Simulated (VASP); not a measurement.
A run of VASP 6.6.1 is set up as follows.

Contents of INCAR:

```
  PREC = Accurate
  ENCUT = 600
  EDIFF = 1E-6
  ISMEAR = 0
  SIGMA = 0.1
  LREAL = F
  LASPH = T
  NELM = 120
  ALGO = Normal
  ISIF = 2
  LWAVE = F
  LCHARG = T
  GGA = PE
  LELF = T
  LVHAR = T
  NBANDS = 36
  GGA_COMPAT = F
```

Contents of KPOINTS:

```
regular mesh
0
Gamma
  22 22 2
```

POSCAR

```
C
1.0
    2.4665760662      0.0000000000      0.0000000000
   -1.2332880331      2.1361175336      0.0000000000
    0.0000000000      0.0000000000     28.9944074141
C
12
Direct
    0.6666666667      0.3333333333      0.9633046900
    0.6666666667      0.3333333333      0.4633053611
    0.6666666667      0.3333333333      0.7679576237
    0.6666666667      0.3333333333      0.2679576625
    0.0000000000      0.0000000000      0.6157376426
    0.3333333333      0.6666666667      0.2679576237
    0.0000000000      0.0000000000      0.1157376426
    0.6666666667      0.3333333333      0.6157370101
    0.3333333333      0.6666666667      0.7679576625
    0.3333333333      0.6666666667      0.1157370101
    0.3333333333      0.6666666667      0.4633046900
    0.3333333333      0.6666666667      0.9633053611
```

Potentials or basis: VASP PAW PBE potentials, release 64 (C).

Run with:

```console
$ cat potpaw_PBE.64/C/POTCAR > POTCAR
$ mpirun -np 1 vasp_std > vasp.out
```

(1) Predict the pressure.

Answers

(1) 0.0 GPa.

Caveat: this functional lacks dispersion, which binds layers or chains, so the pressure and a relaxed spacing across them are unreliable.
